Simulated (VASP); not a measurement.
Input of a VASP 6.6.1 run:

Contents of INCAR:

```
PREC = Accurate ; ENCUT = 750
EDIFF = 1E-6 ; ISMEAR = 0
SIGMA = 0.05 ; LREAL = F
LASPH = T ; NELM = 120
ALGO = Normal ; ISIF = 2
LWAVE = F ; LCHARG = F
NBANDS = 36 ; GGA_COMPAT = F
```

The input KPOINTS:

```
regular mesh
0
Gamma
  4 4 4
```

File POSCAR:

```
Li2Se
1.0
    6.0050000000      0.0000000000      0.0000000000
    0.0000000000     -6.0050000000      0.0000000000
    0.0000000000      0.0000000000     -6.0050000000
Li Se
8 4
Direct
    0.2500000000      0.2500000000      0.2500000000
    0.7500000000      0.7500000000      0.2500000000
    0.7500000000      0.2500000000      0.7500000000
    0.2500000000      0.7500000000      0.7500000000
    0.7500000000      0.7500000000      0.7500000000
    0.2500000000      0.2500000000      0.7500000000
    0.2500000000      0.7500000000      0.2500000000
    0.7500000000      0.2500000000      0.2500000000
    0.0000000000      0.5000000000      0.5000000000
    0.5000000000      0.0000000000      0.5000000000
    0.5000000000      0.5000000000      0.0000000000
    0.0000000000      0.0000000000      0.0000000000
```

Potentials or basis: VASP PAW LDA potentials, release 64 (Li_sv, Se).

Command:

```sh
$ cat potpaw_LDA.64/Li_sv/POTCAR potpaw_LDA.64/Se/POTCAR > POTCAR
$ mpirun -np 1 vasp_std > vasp.out
```

Q: What does it give for the pressure?

A: -2.6 GPa.

Q: Predict the band gap on the k mesh.

A: 2.81 eV.

A k mesh can miss the band edges.
